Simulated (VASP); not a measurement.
# SiO2 (Pmma) in VASP: further runs, part 2 of 2

VASP 6.6.1. The steps go on from the part before.

### 3 Electric field gradients, r2SCAN

POSCAR

```
SiO2
1.0
   13.8193454500      0.0000000000      0.0000000000
    0.0000000000      6.9105836500      0.0000000000
    0.0000000000      0.0000000000      6.4189988800
Si O
10 20
Direct
    0.1151935000      0.0000000000      0.5006836800
    0.6151935000      0.0000000000      0.4993163200
    0.8848065000      0.0000000000      0.4993163200
    0.3848065000      0.0000000000      0.5006836800
    0.2500000000      0.2696551000      0.2622155800
    0.7500000000      0.7303449000      0.7377844200
    0.7500000000      0.2696551000      0.7377844200
    0.2500000000      0.7303449000      0.2622155800
    0.2500000000      0.0000000000      0.8814763800
    0.7500000000      0.0000000000      0.1185236200
    0.0000000000      0.0000000000      0.5000000000
    0.5000000000      0.0000000000      0.5000000000
    0.1544007500      0.1913609700      0.3816263600
    0.6544007500      0.8086390300      0.6183736400
    0.8455992500      0.1913609700      0.6183736400
    0.3455992500      0.8086390300      0.3816263600
    0.8455992500      0.8086390300      0.6183736400
    0.3455992500      0.1913609700      0.3816263600
    0.1544007500      0.8086390300      0.3816263600
    0.6544007500      0.1913609700      0.6183736400
    0.1540551200      0.0000000000      0.7378646400
    0.6540551200      0.0000000000      0.2621353600
    0.8459448800      0.0000000000      0.2621353600
    0.3459448800      0.0000000000      0.7378646400
    0.2500000000      0.5000000000      0.2613048400
    0.7500000000      0.5000000000      0.7386951600
    0.2500000000      0.1916993800      0.0251746700
    0.7500000000      0.8083006200      0.9748253300
    0.7500000000      0.1916993800      0.9748253300
    0.2500000000      0.8083006200      0.0251746700
```

INCAR.step1

```
SYSTEM = SiO2
  PREC = Accurate
  ENCUT = 520
  ISMEAR = -1
  SIGMA = 0.02
  LREAL = Auto
  LASPH = .TRUE.
  NELM = 60
  NBANDS = 101
  GGA = PE
  ALGO = Normal
  EDIFF = 1E-4
  LWAVE = .TRUE.
  LCHARG = .FALSE.
```

INCAR.step2

```
SYSTEM = SiO2
  PREC = Accurate
  ENCUT = 520
  EDIFF = 1E-8
  ISMEAR = -1
  SIGMA = 0.02
  LREAL = Auto
  LASPH = .TRUE.
  NELM = 60
  ALGO = Normal
  ISIF = 2
  LWAVE = .FALSE.
  LCHARG = .FALSE.
  METAGGA = R2SCAN
  LMIXTAU = .TRUE.
  LEFG = .TRUE.
  NBANDS = 101
  ISTART = 1
```

KPOINTS

```
Automatic mesh
0
G
  2 3 3
  0 0 0
```

Potentials or basis: VASP PAW PBE potentials, release 64 (Si, O).

The run is started by

```
> cat potpaw_PBE.64/Si/POTCAR potpaw_PBE.64/O/POTCAR > POTCAR
> cp INCAR.step1 INCAR
> mpirun -np 1 vasp_std > vasp.out
> cp INCAR.step2 INCAR
> mpirun -np 1 vasp_std > vasp.out
```

OUTCAR:

```text
SYSTEM = SiO2
   PREC = Accurate
   ENCUT = 520
   EDIFF = 1E-8
   ISMEAR = -1
   LREAL = Auto
   LASPH = .TRUE.
   NELM = 60
   ISIF = 2
   METAGGA = R2SCAN
   ISTART = 1

 ion  position               nearest neighbor table
   1  0.115  0.000  0.501-  11 1.59  21 1.61  19 1.62  13 1.62   5 3.05   8 3.05   9 3.07
   2  0.615  0.000  0.499-  12 1.59  22 1.61  20 1.62  14 1.62   6 3.05   7 3.05  10 3.07
   3  0.885  0.000  0.499-  11 1.59  23 1.61  17 1.62  15 1.62   6 3.05   7 3.05  10 3.07
   4  0.385  0.000  0.501-  12 1.59  24 1.61  18 1.62  16 1.62   5 3.05   8 3.05   9 3.07
   5  0.250  0.270  0.262-  25 1.59  27 1.61  13 1.62  18 1.62   1 3.05   4 3.05   9 3.07
   6  0.750  0.730  0.738-  26 1.59  28 1.61  14 1.62  17 1.62   2 3.05   3 3.05  10 3.07
   7  0.750  0.270  0.738-  26 1.59  29 1.61  15 1.62  20 1.62   2 3.05   3 3.05  10 3.07
   8  0.250  0.730  0.262-  25 1.59  30 1.61  16 1.62  19 1.62   1 3.05   4 3.05   9 3.07
   9  0.250  0.000  0.881-  27 1.61  30 1.61  21 1.61  24 1.61   1 3.07   4 3.07   5 3.07   8 3.07

  10  0.750  0.000  0.119-  28 1.61  29 1.61  22 1.61  23 1.61   2 3.07   3 3.07   6 3.07   7 3.07

  11  0.000  0.000  0.500-   1 1.59   3 1.59
  12  0.500  0.000  0.500-   2 1.59   4 1.59
  13  0.154  0.191  0.382-   5 1.62   1 1.62
  14  0.654  0.809  0.618-   6 1.62   2 1.62
  15  0.846  0.191  0.618-   7 1.62   3 1.62
  16  0.346  0.809  0.382-   8 1.62   4 1.62
[... 12 lines left out ...]
  29  0.750  0.192  0.975-   7 1.61  10 1.61
  30  0.250  0.808  0.025-   8 1.61   9 1.61

  LATTYP: Found a simple orthorhombic cell.
 ALAT       =     6.4189988800
 B/A-ratio  =     1.0765827786
 C/A-ratio  =     2.1528817357

  Lattice vectors:

 A1 = (   0.0000000000,   0.0000000000,  -6.4189988800)
 A2 = (   0.0000000000,   6.9105836500,   0.0000000000)
 A3 = (  13.8193454500,   0.0000000000,   0.0000000000)

Analysis of symmetry for initial positions (statically):
=====================================================================
 Subroutine PRICEL returns:
 Original cell was already a primitive cell.

 Routine SETGRP: Setting up the symmetry group for a
 simple orthorhombic supercell.

 Subroutine GETGRP returns: Found  8 space group operations
 (whereof  4 operations were pure point group operations)
 out of a pool of  8 trial point group operations.

The static configuration has the point symmetry C_2h.
 The point group associated with its full space group is D_2h.

Analysis of symmetry for dynamics (positions and initial velocities):
=====================================================================
 Subroutine PRICEL returns:
 Original cell was already a primitive cell.

 Routine SETGRP: Setting up the symmetry group for a
 simple orthorhombic supercell.

 Subroutine GETGRP returns: Found  8 space group operations
 (whereof  4 operations were pure point group operations)
 out of a pool of  8 trial point group operations.

The dynamic configuration has the point symmetry C_2h.
 The point group associated with its full space group is D_2h.

 Subroutine INISYM returns: Found  8 space group operations
 (whereof  4 operations are pure point group operations),
 and found     1 'primitive' translations

[... 165 lines left out ...]
  energy-cutoff  :      520.00
  volume of cell :      613.01
 maximum number of plane-waves:     16541
 NGX is ok and might be reduce to   108
   NGX = 51   NGY = 25   NGZ = 23

 number of electron     160.0000022 magnetization

 Free energy of the ion-electron system (eV)
  ---------------------------------------------------
  ext. energy  EPLUGINS =         0.00000000
  ---------------------------------------------------
  free energy    TOTEN  =      -297.04282723 eV

  energy without entropy =     -297.04282723  energy(sigma->0) =     -297.04282723

 E-fermi :  -2.0997     XC(G=0):  -6.5831

 val. band max:       -2.5876696979   @ k =   0.0000   0.3333   0.0000
 cond. band min:       3.8317988072   @ k =   0.0000   0.0000   0.0000
 fundamental gap:      6.4194685051
 Fermi energy:        -2.0997451254

 k-point     1 :       0.0000    0.0000    0.0000
  band No.  band energies     occupation
      1     -23.1521      2.00000
      2     -23.0341      2.00000
      3     -22.4623      2.00000
      4     -22.0704      2.00000
      5     -21.9779      2.00000
      6     -21.9488      2.00000
[... 749 lines left out ...]
     91       7.1456      0.00000
     92       7.1456      0.00000
 [bands above 92 left out]

------------------------ aborting loop because EDIFF is reached ----------------------------------------

  FORCE on cell =-STRESS in cart. coord.  units (eV):
  Direction    XX          YY          ZZ          XY          YZ          ZX
  --------------------------------------------------------------------------------------
  -------------------------------------------------------------------------------------
  Total        0.7766997      0.8111066      0.6678744      0.0000000      0.0000000      0.0000000
  in kB        2.0299916      2.1199178      1.7455643      0.0000000      0.0000000      0.0000000
  external PRESSURE =       1.9651579 kB  Pullay stress =       0.0000000 kB

 VOLUME and BASIS-vectors are now :
 -----------------------------------------------------------------------------
  energy-cutoff  :      520.00
  volume of cell :      613.01
      direct lattice vectors                 reciprocal lattice vectors
    13.819345450  0.000000000  0.000000000     0.072362327  0.000000000  0.000000000
     0.000000000  6.910583650  0.000000000     0.000000000  0.144705578  0.000000000
     0.000000000  0.000000000  6.418998880     0.000000000  0.000000000  0.155787533

 POSITION                                       TOTAL-FORCE (eV/Angst)
 -----------------------------------------------------------------------------------
      1.59190      0.00000      3.21389        -0.006103     -0.000000     -0.018497
      8.50157      0.00000      3.20511        -0.006103     -0.000000      0.018497
     12.22745      0.00000      3.20511         0.006103     -0.000000      0.018497
      5.31777      0.00000      3.21389         0.006103     -0.000000     -0.018497
      3.45484      1.86347      1.68316        -0.000000     -0.000358      0.000246
     10.36451      5.04711      4.73584        -0.000000      0.000358     -0.000246
[... 22 lines left out ...]
     10.36451      1.32475      6.25740        -0.000000     -0.002708      0.013595
      3.45484      5.58583      0.16160        -0.000000      0.002708     -0.013595
 -----------------------------------------------------------------------------------
    total drift:                                0.000000      0.000000     -0.000000

  FREE ENERGIE OF THE ION-ELECTRON SYSTEM (eV)
  ---------------------------------------------------
  free  energy   TOTEN  =      -297.0428272349 eV

  energy  without entropy=     -297.0428272349  energy(sigma->0) =     -297.04282723

 Electric field gradients (V/A^2)
---------------------------------------------------------------------
 ion       V_xx      V_yy      V_zz      V_xy      V_xz      V_yz
---------------------------------------------------------------------
   1      -8.809     7.756     1.053    -0.000    -0.483     0.000
   2      -8.809     7.756     1.053    -0.000     0.483     0.000
   3      -8.809     7.756     1.053    -0.000    -0.483    -0.000
   4      -8.809     7.756     1.053    -0.000     0.483    -0.000
   5       7.820    -8.702     0.883    -0.000     0.000     0.089
   6       7.820    -8.702     0.883    -0.000    -0.000     0.089
[... 22 lines left out ...]
  29     -53.556    11.248    42.308    -0.000     0.000   -58.472
  30     -53.556    11.248    42.308    -0.000     0.000   -58.472
---------------------------------------------------------------------

 Electric field gradients after diagonalization (V/A^2)
 (convention: |V_zz| > |V_xx| > |V_yy|)
----------------------------------------------------------------------
 ion       V_xx      V_yy      V_zz     asymmetry (V_yy - V_xx)/ V_zz
----------------------------------------------------------------------
   1       7.756     1.077    -8.833       0.756
   2       7.756     1.077    -8.833       0.756
   3       7.756     1.077    -8.833       0.756
   4       7.756     1.077    -8.833       0.756
   5       7.820     0.884    -8.703       0.797
   6       7.820     0.884    -8.703       0.797
[... 22 lines left out ...]
  29     -53.556   -33.721    87.277       0.227
  30     -53.556   -33.721    87.277       0.227
----------------------------------------------------------------------

           NMR quadrupolar parameters

 Cq : quadrupolar parameter    Cq=e*Q*V_zz/h
 eta: asymmetry parameters     (V_yy - V_xx)/ V_zz
 Q  : nuclear electric quadrupole moment in mb (millibarn)
----------------------------------------------------------------------
 ion       Cq(MHz)       eta       Q (mb)
----------------------------------------------------------------------
   1      -0.021       0.756       1.000
   2      -0.021       0.756       1.000
   3      -0.021       0.756       1.000
   4      -0.021       0.756       1.000
   5      -0.021       0.797       1.000
   6      -0.021       0.797       1.000
[... 22 lines left out ...]
  29       0.211       0.227       1.000
  30       0.211       0.227       1.000
----------------------------------------------------------------------
```

Wall time 1.6 h (1 thread of Oxide Virtual Turin-like, shared host); peak memory 0.79 GiB.

Results:

* Free energy: -297.0428 eV
* Pressure: 0.2 GPa
* Largest force: 0.019 eV/Å
* Band gap on the k mesh: 6.42 eV (least direct gap 6.43 eV)
* Largest electric field gradient by atom: Si -8.8, -8.7, -11.6 (each value once); O +96.9, +84.7, +87.4, +96.5, +87.3 (each value once) V/Å²

Forces in eV/Å, atoms in the order of the input:
```
Si  -0.006  0.000 -0.018
Si  -0.006  0.000  0.018
Si   0.006  0.000  0.018
Si   0.006  0.000 -0.018
Si   0.000  0.000  0.000
Si   0.000  0.000  0.000
Si   0.000  0.000  0.000
Si   0.000  0.000  0.000
Si   0.000  0.000 -0.008
Si   0.000  0.000  0.008
O    0.000  0.000  0.000
O    0.000  0.000  0.000
O    0.006 -0.004 -0.004
O    0.006  0.004  0.004
O   -0.006 -0.004  0.004
O   -0.006  0.004 -0.004
O   -0.006  0.004  0.004
O   -0.006 -0.004 -0.004
O    0.006  0.004 -0.004
O    0.006 -0.004  0.004
O    0.003  0.000  0.006
O    0.003  0.000 -0.006
O   -0.003  0.000 -0.006
O   -0.003  0.000  0.006
O    0.000  0.000 -0.015
O    0.000  0.000  0.015
O    0.000 -0.003 -0.014
O    0.000  0.003  0.014
O    0.000 -0.003  0.014
O    0.000  0.003 -0.014
```

Levels at points of the mesh, in eV from the valence-band top:
| k point | band 77 | band 78 | band 79 | band 80 | band 81 | band 82 | band 83 | band 84 |
| --- | --- | --- | --- | --- | --- | --- | --- | --- |
| (0.00, 0.00, 0.00) | -0.57 | -0.37 | -0.05 | -0.01 | 6.42 | 7.24 | 7.84 | 9.45 |
| (0.50, 0.00, 0.00) | -0.54 | -0.54 | -0.03 | -0.03 | 6.70 | 6.70 | 8.69 | 8.69 |

Electric field gradients, principal values (V/Å²):
| atom | least | middle | greatest (by size) |
| --- | --- | --- | --- |
| 1 Si | 1.077 | 7.756 | -8.833 |
| 2 Si | 1.077 | 7.756 | -8.833 |
| 3 Si | 1.077 | 7.756 | -8.833 |
| 4 Si | 1.077 | 7.756 | -8.833 |
| 5 Si | 0.884 | 7.820 | -8.703 |
| 6 Si | 0.884 | 7.820 | -8.703 |
| 7 Si | 0.884 | 7.820 | -8.703 |
| 8 Si | 0.884 | 7.820 | -8.703 |
| 9 Si | 5.661 | 5.910 | -11.571 |
| 10 Si | 5.661 | 5.910 | -11.571 |
| 11 O | -47.836 | -49.024 | 96.860 |
| 12 O | -47.836 | -49.024 | 96.860 |
| 13 O | -29.995 | -54.732 | 84.727 |
| 14 O | -29.995 | -54.732 | 84.727 |
| 15 O | -29.995 | -54.732 | 84.727 |
| 16 O | -29.995 | -54.732 | 84.727 |
| 17 O | -29.995 | -54.732 | 84.727 |
| 18 O | -29.995 | -54.732 | 84.727 |
| 19 O | -29.995 | -54.732 | 84.727 |
| 20 O | -29.995 | -54.732 | 84.727 |
| 21 O | -33.504 | -53.865 | 87.369 |
| 22 O | -33.504 | -53.865 | 87.369 |
| 23 O | -33.504 | -53.865 | 87.369 |
| 24 O | -33.504 | -53.865 | 87.369 |
| 25 O | -47.227 | -49.227 | 96.455 |
| 26 O | -47.227 | -49.227 | 96.455 |
| 27 O | -33.721 | -53.556 | 87.277 |
| 28 O | -33.721 | -53.556 | 87.277 |
| 29 O | -33.721 | -53.556 | 87.277 |
| 30 O | -33.721 | -53.556 | 87.277 |

Caveat: without QUAD_EFG the Cq values of the log hold for a quadrupole moment of 1 mb, not for the nuclei; the PAW data sets were made with another functional, which shifts forces and pressure a little. A k mesh can miss the band edges.
